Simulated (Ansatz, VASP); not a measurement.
## Two plane-wave programs on SnSe2

```xyz
3
Lattice="3.7431 0.0000 0.0000 -1.8715 3.2416 0.0000 0.0000 0.0000 6.3122" Properties=species:S:1:pos:R:3 pbc="T T T"
Sn    0.0000    0.0000    0.0000
Se    0.0000    2.1611    1.6737
Se    1.8715    1.0805    4.6385
```

Change from the starting cell: strain -0.025 along x and y, +0.050 along z, atoms carried along.

Alike in both runs: task single point; functional PBE; dispersion D3(BJ); k mesh 12 × 12 × 6; occupations gaussian, width 0.03 eV; no spin polarisation.

|  | VASP | Ansatz |
| --- | --- | --- |
| version | VASP 6.6.1 | Ansatz 0.2.0 |
| potentials or method | VASP PAW PBE potentials, release 64 (Sn_d, Se), cutoff 520 eV | scalar-relativistic, plane waves, PAW |
| valence electrons in the cell | 26 | 46 |

|  | VASP | Ansatz | Ansatz less VASP |
| --- | --- | --- | --- |
| gap on the k mesh at the Fermi level (eV) | 0.27 | 0.27 | +0.002 |
| least direct gap on the mesh (eV) | 0.95 | 0.95 | +0.003 |
| pressure (GPa) | 0.2 | 0.1 | -0.07 |
| traceless stress, the component that is largest in VASP (GPa) | -3.58 | -3.60 | -0.021 |
| rms of the force components (eV/Å) | 0.199 | 0.206 | +0.0067 |

Atom by atom the forces differ by 0.007 eV/Å (rms over components). VASP's potentials hold 26 valence electrons a cell and Ansatz's 46, so a difference there can come from the potentials and not from the codes.
